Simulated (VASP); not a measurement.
# CdS (F-43m) in VASP: a series of runs

The runs below take CdS through single point, with BLYP, BLYP+D3(BJ), PBE.

All numbers are computed with VASP 6.6.1; they aren't measurements. Logs are shortened: lines on timing, memory, paths and dates and some standing lists are left out, and cuts for length are marked.

## Step 1: The cell of the first run

It takes space group F-43m (No. 216, cubic). Conventional cell: a = 6.283 Å, b = 6.283 Å, c = 6.283 Å, α = 90.00°, β = 90.00°, γ = 90.00°. Within 3.6 Å of Cd (site symmetry -43m) lie 4 S at 2.72 Å. S (site symmetry -43m) has 4 Cd at 2.72 Å within 3.6 Å.

## Step 2: Single point, BLYP, non-collinear spin, zero start, spin-orbit coupling (31.01 Å³/atom)

INCAR reads:

```
SYSTEM = CdS
AGGAC = 1.0 ; AGGAX = 1.0
ALDAC = 0.0 ; ALDAX = 1.0
ALGO = Normal ; EDIFF = 1E-6
ENCUT = 520 ; GGA = B5
GGA_COMPAT = .FALSE. ; ISIF = 2
ISMEAR = 1 ; LASPH = .TRUE.
LCHARG = .TRUE. ; LORBIT = 11
LORBMOM = .TRUE. ; LREAL = .FALSE.
LSORBIT = .TRUE. ; LVHAR = .TRUE.
LWAVE = .FALSE. ; MAGMOM = 0 0 0 0 0 0
NBANDS = 30 ; NELM = 150
PREC = Accurate ; SIGMA = 0.05
```

KPOINTS reads:

```
k-points
0
G
  8 8 8
  0 0 0
```

POSCAR reads:

```
CdS
1.0
    0.0000000000      3.1417043867      3.1417043867
    3.1417043867      0.0000000000      3.1417043867
    3.1417043867      3.1417043867      0.0000000000
Cd S
1 1
Direct
    0.0000000000      0.0000000000      0.0000000000
    0.7500000000      0.7500000000      0.7500000000
```

Potentials or basis: VASP PAW PBE potentials, release 64 (Cd, S).

Run with:

```sh
> cat potpaw_PBE.64/Cd/POTCAR potpaw_PBE.64/S/POTCAR > POTCAR
> mpirun -np 1 vasp_ncl > vasp.out
```

OUTCAR:

```text
SYSTEM = CdS
   EDIFF = 1E-6
   ENCUT = 520
   GGA = B5
   ISIF = 2
   ISMEAR = 1
   LASPH = .TRUE.
   LORBIT = 11
   LREAL = .FALSE.
   LSORBIT = .TRUE.
   NELM = 150
   PREC = Accurate

 ion  position               nearest neighbor table
   1  0.000  0.000  0.000-   2 2.72   2 2.72   2 2.72   2 2.72
   2  0.750  0.750  0.750-   1 2.72   1 2.72   1 2.72   1 2.72

  LATTYP: Found a face centered cubic cell.
 ALAT       =     6.2834087734

  Lattice vectors:

 A1 = (   0.0000000000,   3.1417043867,   3.1417043867)
 A2 = (   3.1417043867,   0.0000000000,   3.1417043867)
 A3 = (   3.1417043867,   3.1417043867,   0.0000000000)

Analysis of symmetry for initial positions (statically):
=====================================================================
 Subroutine PRICEL returns:
 Original cell was already a primitive cell.

 Routine SETGRP: Setting up the symmetry group for a
 face centered cubic supercell.

 Subroutine GETGRP returns: Found 24 space group operations
 (whereof 24 operations were pure point group operations)
 out of a pool of 48 trial point group operations.

The static configuration has the point symmetry T_d .

Analysis of symmetry for dynamics (positions and initial velocities):
=====================================================================
 Subroutine PRICEL returns:
 Original cell was already a primitive cell.

 Routine SETGRP: Setting up the symmetry group for a
 face centered cubic supercell.

 Subroutine GETGRP returns: Found 24 space group operations
 (whereof 24 operations were pure point group operations)
 out of a pool of 48 trial point group operations.

The dynamic configuration has the point symmetry T_d .

Analysis of structural, dynamic, and magnetic symmetry:
=====================================================================
 Subroutine PRICEL returns:
 Original cell was already a primitive cell.

 Routine SETGRP: Setting up the symmetry group for a
 face centered cubic supercell.

 Subroutine GETGRP returns: Found 24 space group operations
 (whereof 24 operations were pure point group operations)
 out of a pool of 48 trial point group operations.

The overall configuration has the point symmetry T_d .

 Subroutine INISYM returns: Found 24 space group operations
 (whereof 24 operations are pure point group operations),
 and found     1 'primitive' translations

----------------------------------------------------------------------------------------

                                     Primitive cell

  volume of cell :      62.0192

  direct lattice vectors                    reciprocal lattice vectors
     0.000000000  3.141704387  3.141704387    -0.159149283  0.159149283  0.159149283
     3.141704387  0.000000000  3.141704387     0.159149283 -0.159149283  0.159149283
     3.141704387  3.141704387  0.000000000     0.159149283  0.159149283 -0.159149283

  length of vectors
     4.443040953  4.443040953  4.443040953     0.275654644  0.275654644  0.275654644

  position of ions in fractional coordinates (direct lattice)
     0.000000000  0.000000000  0.000000000
     0.750000000  0.750000000  0.750000000

  ion indices of the primitive-cell ions
   primitive index   ion index
                 1           1
                 2           2

----------------------------------------------------------------------------------------

 KPOINTS: k-points

Automatic generation of k-mesh.
 Grid dimensions read from file:
 generate k-points for:    8    8    8

 Generating k-lattice:

  Cartesian coordinates                     Fractional coordinates (reciprocal lattice)
    -0.019893660  0.019893660  0.019893660     0.125000000  0.000000000  0.000000000
     0.019893660 -0.019893660  0.019893660     0.000000000  0.125000000  0.000000000
     0.019893660  0.019893660 -0.019893660     0.000000000  0.000000000  0.125000000

  Length of vectors
     0.034456830  0.034456830  0.034456830

  Shift w.r.t. Gamma in fractional coordinates (k-lattice)
     0.000000000  0.000000000  0.000000000

 Subroutine IBZKPT returns following result:
 ===========================================

 Found     43 irreducible k-points:

 Following reciprocal coordinates:
            Coordinates               Weight
  0.000000  0.000000  0.000000      1.000000
  0.125000  0.000000  0.000000      4.000000
 -0.125000  0.000000  0.000000      4.000000
  0.250000  0.000000  0.000000      4.000000
 -0.250000  0.000000  0.000000      4.000000
  0.375000  0.000000  0.000000      4.000000
[... 16 lines left out ...]
 -0.375000 -0.250000  0.000000     12.000000
  0.500000  0.250000  0.000000     12.000000
 [... further k-points ...]
   k-points           NKPTS =     43   k-points in BZ     NKDIM =     43   number of bands    NBANDS=     30
   number of dos      NEDOS =    301   number of ions     NIONS =      2
   total plane-waves  NPLWV =  46656
[... 28 lines left out ...]
   EMIN   =  10.00;   EMAX   =-10.00  energy-range for DOS
   EFERMI =   0.00;   METHOD = LEGACY
   ISMEAR =     1;   SIGMA  =   0.05  broadening in eV -4-tet -1-fermi 0-gaus
   EFERMI_NEDOS =   21; number of points for ismear=-14 and -15
   IALGO  =     38    algorithm
   IMIX   =      4    mixing-type and parameters
     AMIX     =   0.40;   BMIX     =  1.00
     AMIX_MAG =   1.60;   BMIX_MAG =  1.00
  volume/ion in A,a.u.               =      31.01       209.26
  Fermi-wavevector in a.u.,A,eV,Ry     =   1.083903  2.048279 15.984741  1.174845
  Thomas-Fermi vector in A             =   2.219980
   LORBIT       =     11    0 simple, 1 ext, 2 COOP (PROOUT), +10 PAW based schemes
   GGA     = B5    functional components
   LHFCALC =     F    Hartree Fock is set to
   AEXX    =    0.0000 exact exchange contribution
   IVDW    =     0    specifies the selected vdW correction
   LEPSILON=     F    determine dielectric tensor
   LRPA    =     F    only Hartree local field effects (RPA)
 Methfessel and Paxton  Order N= 1 SIGMA  =   0.05
  energy-cutoff  :      520.00
  volume of cell :       62.02
 maximum number of plane-waves:      3400
 NGX is ok and might be reduce to    36
   NGX = 17   NGY = 17   NGZ = 17

 number of electron      18.0000000 magnetization       0.0000000      0.0000000      0.0000000

 number of electron      18.0000002 magnetization      -0.0000000      0.0000000      0.0000000

 number of electron      18.0000002 magnetization       0.0000000     -0.0000000     -0.0000000

 Free energy of the ion-electron system (eV)
  ---------------------------------------------------
  ext. energy  EPLUGINS =         0.00000000
  ---------------------------------------------------
  free energy    TOTEN  =        -5.15239925 eV

  energy without entropy =       -5.15242002  energy(sigma->0) =       -5.15240617

 E-fermi :   0.0829     XC(G=0):  -7.7360

 val. band max:        0.0437507147   @ k =   0.0000   0.0000   0.0000
 cond. band min:       0.5902588942   @ k =   0.0000   0.0000   0.0000
 fundamental gap:      0.5465081795
 Fermi energy:         0.0828575596

 k-point     1 :       0.0000    0.0000    0.0000
  band No.  band energies     occupation
      1     -11.2430      1.00000
      2     -11.2430      1.00000
      3      -7.5575      1.00000
      4      -7.5575      1.00000
      5      -7.5575      1.00000
      6      -7.5575      1.00000
[... 781 lines left out ...]
     29      12.1674      0.00000
     30      12.1822      0.00000

 [... further k-points ...]

------------------------ aborting loop because EDIFF is reached ----------------------------------------

  FORCE on cell =-STRESS in cart. coord.  units (eV):
  Direction    XX          YY          ZZ          XY          YZ          ZX
  --------------------------------------------------------------------------------------
  -------------------------------------------------------------------------------------
  Total       -1.5808183     -1.5808183     -1.5808183      0.0000000      0.0000000     -0.0000000
  in kB      -40.8381996    -40.8381996    -40.8381996      0.0000000      0.0000000     -0.0000000
  external PRESSURE =     -40.8381996 kB  Pullay stress =       0.0000000 kB

 VOLUME and BASIS-vectors are now :
 -----------------------------------------------------------------------------
  energy-cutoff  :      520.00
  volume of cell :       62.02
      direct lattice vectors                 reciprocal lattice vectors
     0.000000000  3.141704387  3.141704387    -0.159149283  0.159149283  0.159149283
     3.141704387  0.000000000  3.141704387     0.159149283 -0.159149283  0.159149283
     3.141704387  3.141704387  0.000000000     0.159149283  0.159149283 -0.159149283

 POSITION                                       TOTAL-FORCE (eV/Angst)
 -----------------------------------------------------------------------------------
      0.00000      0.00000      0.00000         0.000000      0.000000      0.000000
      4.71256      4.71256      4.71256        -0.000000     -0.000000     -0.000000
 -----------------------------------------------------------------------------------
    total drift:                               -0.000000     -0.000000     -0.000000

  FREE ENERGIE OF THE ION-ELECTRON SYSTEM (eV)
  ---------------------------------------------------
  free  energy   TOTEN  =        -5.1523992536 eV

  energy  without entropy=       -5.1524200160  energy(sigma->0) =       -5.15240617

 orbital moment (x)

 # of ion     p       d       tot
 ----------------------------------------
  1         0.000   0.000   0.000
  2         0.000   0.000   0.000
 ----------------------------------------
            0.000   0.000   0.000

 orbital moment (y)

 # of ion     p       d       tot
 ----------------------------------------
  1        -0.000  -0.000  -0.000
  2        -0.000   0.000  -0.000
 ----------------------------------------
           -0.000  -0.000  -0.000

 orbital moment (z)

 # of ion     p       d       tot
 ----------------------------------------
  1         0.000   0.000   0.000
  2         0.000   0.000   0.000
 ----------------------------------------
            0.000   0.000   0.000

 Spin-Orbit-Coupling matrix elements

 Ion:    1  E_soc:     -0.0522745
 l=   1
     0.0000000    -0.0018607    -0.0018607
    -0.0018607     0.0000000    -0.0018607
    -0.0018607    -0.0018607     0.0000000
 l=   2
     0.0000000    -0.0013841     0.0000000    -0.0013841    -0.0054676
    -0.0013841     0.0000000    -0.0041007    -0.0013841    -0.0013669
     0.0000000    -0.0041007     0.0000000    -0.0041007     0.0000000
    -0.0013841    -0.0013841    -0.0041007     0.0000000    -0.0013669
    -0.0054676    -0.0013669     0.0000000    -0.0013669     0.0000000
 l=   3
     0.0000000     0.0000000     0.0000000     0.0000000     0.0000000     0.0000000     0.0000000
     0.0000000     0.0000000     0.0000000     0.0000000     0.0000000     0.0000000     0.0000000
     0.0000000     0.0000000     0.0000000     0.0000000     0.0000000     0.0000000     0.0000000
     0.0000000     0.0000000     0.0000000     0.0000000     0.0000000     0.0000000     0.0000000
     0.0000000     0.0000000     0.0000000     0.0000000     0.0000000     0.0000000     0.0000000
     0.0000000     0.0000000     0.0000000     0.0000000     0.0000000     0.0000000     0.0000000
     0.0000000     0.0000000     0.0000000     0.0000000     0.0000000     0.0000000     0.0000000

 Ion:    2  E_soc:     -0.0023058
 l=   1
     0.0000000    -0.0003843    -0.0003843
    -0.0003843     0.0000000    -0.0003843
    -0.0003843    -0.0003843     0.0000000
 l=   2
     0.0000000     0.0000000     0.0000000     0.0000000     0.0000000
     0.0000000     0.0000000     0.0000000     0.0000000     0.0000000
     0.0000000     0.0000000     0.0000000     0.0000000     0.0000000
     0.0000000     0.0000000     0.0000000     0.0000000     0.0000000
     0.0000000     0.0000000     0.0000000     0.0000000     0.0000000
 l=   3
     0.0000000     0.0000000     0.0000000     0.0000000     0.0000000     0.0000000     0.0000000
     0.0000000     0.0000000     0.0000000     0.0000000     0.0000000     0.0000000     0.0000000
     0.0000000     0.0000000     0.0000000     0.0000000     0.0000000     0.0000000     0.0000000
     0.0000000     0.0000000     0.0000000     0.0000000     0.0000000     0.0000000     0.0000000
     0.0000000     0.0000000     0.0000000     0.0000000     0.0000000     0.0000000     0.0000000
     0.0000000     0.0000000     0.0000000     0.0000000     0.0000000     0.0000000     0.0000000
     0.0000000     0.0000000     0.0000000     0.0000000     0.0000000     0.0000000     0.0000000

 total charge

# of ion       s       p       d       tot
------------------------------------------
    1        0.407   0.219   9.568  10.194
    2        1.345   2.322   0.000   3.667
--------------------------------------------------
tot          1.752   2.541   9.568  13.861

 magnetization (x)

# of ion       s       p       d       tot
------------------------------------------
    1       -0.000   0.000   0.000   0.000
    2       -0.000  -0.000   0.000  -0.000
--------------------------------------------------
tot         -0.000  -0.000   0.000  -0.000

 magnetization (y)

# of ion       s       p       d       tot
------------------------------------------
    1        0.000  -0.000   0.000  -0.000
    2        0.000   0.000   0.000   0.000
--------------------------------------------------
tot          0.000  -0.000   0.000   0.000

 magnetization (z)

# of ion       s       p       d       tot
------------------------------------------
    1        0.000  -0.000   0.000  -0.000
    2       -0.000  -0.000   0.000  -0.000
--------------------------------------------------
tot         -0.000  -0.000   0.000  -0.000
```

Wall time 81 s (1 thread of Intel Xeon 6975P-C (Granite Rapids), shared host); peak memory 0.44 GiB.

What came out:

| Quantity | Value |
| --- | --- |
| Free energy | -5.1524 eV |
| Pressure | -4.1 GPa |
| Net moment | 0.00 μB per cell |
| Valence electrons inside the program's atomic spheres | Cd 10.19; S 3.67 |

Moments on the atoms (μB; x, y, z):
```
Cd  0.00 0.00 0.00
S   0.00 0.00 0.00
```

Caveat: the cell stands under tension; the PAW data sets were made with another functional, which shifts forces and pressure a little.

## Step 3: Single point, BLYP+D3(BJ), non-collinear spin, typed start, spin-orbit coupling (25.21 Å³/atom)

This run uses another cell than the first one, of 25.21 Å³/atom.

INCAR reads:

```
SYSTEM = CdS
PREC     = Accurate       ! precision mode
ENCUT    = 520            ! plane-wave cutoff, eV
EDIFF    = 1E-7           ! SCF threshold, eV
ISMEAR   = -1             ! smearing method
SIGMA    = 0.05           ! smearing width, eV
LREAL    = .False.        ! projectors in reciprocal space
LASPH    = .True.         ! aspherical terms in the spheres
NELM     = 150            ! most SCF steps
ALGO     = Normal         ! electronic algorithm
ISIF     = 2              ! what is computed and relaxed
LWAVE    = .False.        ! write WAVECAR
LCHARG   = .True.         ! write CHGCAR
MAGMOM   = 0.354 0.354 0 0 0 0 ! initial moments
LORBIT   = 11             ! projections on sites
LSORBIT  = .True.         ! spin-orbit coupling
GGA_COMPAT= .False.      
LORBMOM  = .True.       
GGA      = B5             ! functional
ALDAX    = 1.0          
AGGAX    = 1.0          
AGGAC    = 1.0          
ALDAC    = 0.0          
IVDW     = 12             ! dispersion correction
VDW_S6   = 1.0          
VDW_S8   = 2.6996       
VDW_A1   = 0.4298       
VDW_A2   = 4.2359       
LVHAR    = .True.       
NBANDS   = 30             ! bands
```

KPOINTS reads:

```
Automatic mesh
0
Gamma
  8 8 8
  0 0 0
```

POSCAR reads:

```
CdS
1.0
   -0.0000000003      2.9321496167      2.9321496167
    2.9321496167     -0.0000000003      2.9321496167
    2.9321496164      2.9321496164      0.0000000000
Cd S
1 1
Direct
    0.0000000001      0.0000000001     -0.0000000001
    0.7499999999      0.7499999999      0.7500000001
```

Potentials or basis: VASP PAW PBE potentials, release 64 (Cd, S).

Run with:

```sh
> cat potpaw_PBE.64/Cd/POTCAR potpaw_PBE.64/S/POTCAR > POTCAR
> mpirun -np 1 vasp_ncl > vasp.out
```

Run time: 5.4 min. Hardware: 1 thread of Intel Xeon 6975P-C (Granite Rapids), shared host; peak memory 0.75 GiB.

It converged, with:

* Free energy: -6.4897 eV
* Pressure: 0.4 GPa
* Net moment: 0.00 μB per cell
* Valence electrons inside the program's atomic spheres: Cd 10.32; S 3.75
* Dispersion energy per atom: -0.660 eV

Moments on the atoms (μB; x, y, z):
```
Cd  0.00 0.00 0.00
S   0.00 0.00 0.00
```

Caveat: the PAW data sets were made with another functional, which shifts forces and pressure a little.

## Step 4: Single point, PBE

This run uses another cell than the first one, of 24.81 Å³/atom.

INCAR reads:

```
SYSTEM = CdS
PREC     = Accurate       ! precision mode
ENCUT    = 520            ! plane-wave cutoff, eV
EDIFF    = 1E-7           ! SCF threshold, eV
ISMEAR   = 0              ! smearing method
SIGMA    = 0.013000000000000001 ! smearing width, eV
LREAL    = .False.        ! projectors in reciprocal space
LASPH    = .True.         ! aspherical terms in the spheres
NELM     = 80             ! most SCF steps
ALGO     = Normal         ! electronic algorithm
ISIF     = 2              ! what is computed and relaxed
LWAVE    = .False.        ! write WAVECAR
LCHARG   = .False.        ! write CHGCAR
GGA      = PE             ! functional
NBANDS   = 16             ! bands
```

KPOINTS reads:

```
regular mesh
0
Gamma
  8 8 8
  0 0 0
```

POSCAR reads:

```
CdS
1.0
    0.0000000000      2.9165000000      2.9165000000
    2.9165000000      0.0000000000      2.9165000000
    2.9165000000      2.9165000000      0.0000000000
Cd S
1 1
Direct
    0.0000000000      0.0000000000      0.0000000000
    0.7500000000      0.7500000000      0.7500000000
```

Run with:

```sh
> cat potpaw_PBE.64/Cd/POTCAR potpaw_PBE.64/S/POTCAR > POTCAR
> mpirun -np 1 vasp_std > vasp.out
```

Run time: 33 s. Hardware: 1 thread of Intel Xeon 8259CL, shared host; peak memory 0.18 GiB.

The run converged. Its results:

- Free energy: -6.1213 eV
- Pressure: 3.2 GPa
- Band gap on the k mesh: 1.15 eV

Levels at points of the mesh, in eV from the valence-band top:
```
           k point  band 5  band 6  band 7  band 8  band 9  band 10  band 11  band 12  band 13  band 14
(0.00, 0.00, 0.00)   -7.25   -7.25    0.00    0.00    0.00     1.15     6.55     6.55     6.55    11.44
(0.50, 0.00, 0.00)   -7.21   -6.87   -4.40   -0.75   -0.75     3.02     7.01     7.01     7.48    11.09
(0.50, 0.50, 0.00)   -7.16   -6.80   -3.95   -1.88   -1.88     3.55     4.35     9.23    10.78    10.78
```

Caveat: the cell stands under pressure. A hybrid or GW would open this gap; PBE tends to underestimate it.

## Step 5: The runs side by side

```tsv
level	spin	cell	smearing	pressure (GPa)	moment (μB)
BLYP	non-collinear, zero start, SOC	a = 4.443 Å, angles 60.0°, 2 atoms	methfessel-paxton 0.05 eV	-4.1	0.00
BLYP+D3(BJ)	non-collinear, typed start, SOC	a = 4.147 Å, angles 60.0°, 2 atoms	fermi-dirac 0.05 eV	0.4	0.00
PBE	off	a = 4.125 Å, angles 60.0°, 2 atoms	gaussian 0.013 eV	3.2	-
```

Alike in all rows: task single point; potentials or basis VASP PAW PBE potentials, release 64 (Cd, S); k mesh 8 × 8 × 8; cutoff (eV) 520.

Caveats: the PAW data sets were made with another functional, which shifts forces and pressure a little (at least some runs); the cell stands under tension (at least some runs); the cell stands under pressure (at least some runs).

Absolute energies hang on the potentials; compare differences alone.
